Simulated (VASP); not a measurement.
Input of a VASP 6.6.1 run:

The input INCAR:

```
SYSTEM = HfO2
METAGGA = R2SCAN ; ISMEAR = 0
SIGMA = 0.03 ; LWAVE = .False.
LCHARG = .False. ; ISIF = 2
PREC = Accurate ; LASPH = .True.
LREAL = .False. ; ALGO = Normal
EDIFF = 1E-6 ; NELM = 120
GGA_COMPAT = .False. ; ENCUT = 580
EFERMI = MIDGAP ; LMIXTAU = .True.
KPAR = 4
```

The input KPOINTS:

```
k-points
0
Gamma
  5 5 5
```

The input POSCAR:

```
HfO2
1.0
    5.2194633600      0.0000000000      0.0000000000
    0.0000000000      5.0047636900      0.0000000000
    0.0000000000      0.0000000000      5.0326850500
Hf O
4 8
Direct
    0.9669940000      0.7325208200      0.7414403500
    0.5330060000      0.7325208200      0.2414403500
    0.4669940000      0.2674791800      0.7414403500
    0.0330060000      0.2674791800      0.2414403500
    0.6321274500      0.9286454000      0.8792672600
    0.8678725500      0.9286454000      0.3792672600
    0.2339485200      0.5398830500      0.4922923900
    0.2660514800      0.5398830500      0.9922923900
    0.7660514800      0.4601169500      0.9922923900
    0.7339485200      0.4601169500      0.4922923900
    0.1321274500      0.0713546000      0.8792672600
    0.3678725500      0.0713546000      0.3792672600
```

Potentials or basis: VASP PAW PBE potentials, release 64 (Hf_pv, O).

Command:

```bash
$ cat potpaw_PBE.64/Hf_pv/POTCAR potpaw_PBE.64/O/POTCAR > POTCAR
$ mpirun -np 4 vasp_std > vasp.out
```

Q: Estimate the largest force.

A: 0.016 eV/Å.

Q: What does it give for the pressure?

A: 0.1 GPa.

Forces on the atoms (eV/Å):
```
Hf  -0.005  0.004  0.003
Hf   0.005  0.004  0.003
Hf  -0.005 -0.004  0.003
Hf   0.005 -0.004  0.003
O    0.002  0.007  0.005
O   -0.002  0.007  0.005
O   -0.012 -0.006 -0.007
O    0.012 -0.006 -0.007
O    0.012  0.006 -0.007
O   -0.012  0.006 -0.007
O    0.002 -0.007  0.005
O   -0.002 -0.007  0.005
```

Caveat: the PAW data sets were made with another functional, which shifts forces and pressure a little; spin-orbit coupling is left out, which moves the levels of the heavy elements; an odd mesh through Γ misses points on the zone boundary, where band edges can lie.
